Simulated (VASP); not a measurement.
A run of VASP 6.6.1 is set up as follows.

INCAR

```
ALGO = Normal
EDIFF = 1E-7
EDIFFG = -0.04
ENCUT = 750
GGA = PE
GGA_COMPAT = F
IBRION = 2
ISIF = 3
ISMEAR = 0
LASPH = T
LCHARG = F
LMAXMIX = 6
LREAL = F
LWAVE = F
NELM = 200
NELMIN = 4
NSW = 90
PREC = Accurate
SIGMA = 0.1
```

KPOINTS

```
k-points
0
Gamma
  4 4 4
```

The input POSCAR:

```
Li3Tm
1.0
    4.1346348400      0.0000000000      0.0000000000
    0.0000000000      4.1346348400      0.0000000000
    0.0000000000      0.0000000000      4.1346348400
Li Tm
3 1
Direct
    0.5000000000      0.0000000000      0.5000000000
    0.0000000000      0.5000000000      0.5000000000
    0.5000000000      0.5000000000      0.0000000000
    0.0000000000      0.0000000000      0.0000000000
```

Potentials or basis: VASP PAW PBE potentials, release 64 (Li_sv, Tm_3), 4f in core.

Run with:

```console
$ cat potpaw_PBE.64/Li_sv/POTCAR potpaw_PBE.64/Tm_3/POTCAR > POTCAR
$ mpirun -np 1 vasp_std > vasp.out
```

**Question.** Estimate the relaxed cell.

**Answer.** a = 4.556 Å, b = 4.556 Å, c = 4.556 Å, α = 90.00°, β = 90.00°, γ = 90.00°.

**Question.** Predict the space group after relaxing (to 0.1 Å).

**Answer.** Pm-3m (No. 221).

**Question.** Predict the relaxed volume.

**Answer.** 23.65 Å³/atom.

The path:
```tsv
step	energy change (eV)	largest force (eV/Å)	pressure (GPa)	volume (Å³)
1	0.0000	0.0000	10.12	70.68
2	-0.4974	0.0000	3.63	82.73
3	-0.5481	0.0000	-1.92	105.53
4	-0.6178	0.0000	-0.28	95.91
5	-0.6190	0.0000	0.00	94.59
```

Caveat: the k points lie up to 0.34 Å⁻¹ apart in the final cell, too coarse for converged energies and pressures of a metal; the volume moved by over 15 % at a fixed basis, so the end points are rough; spin-orbit coupling is left out, which moves the levels of the heavy elements; the 4f electrons are frozen in the core, so they carry no moment and show no levels. Spin polarisation is off, so any magnetic state and its effect on volume and gap are missing.
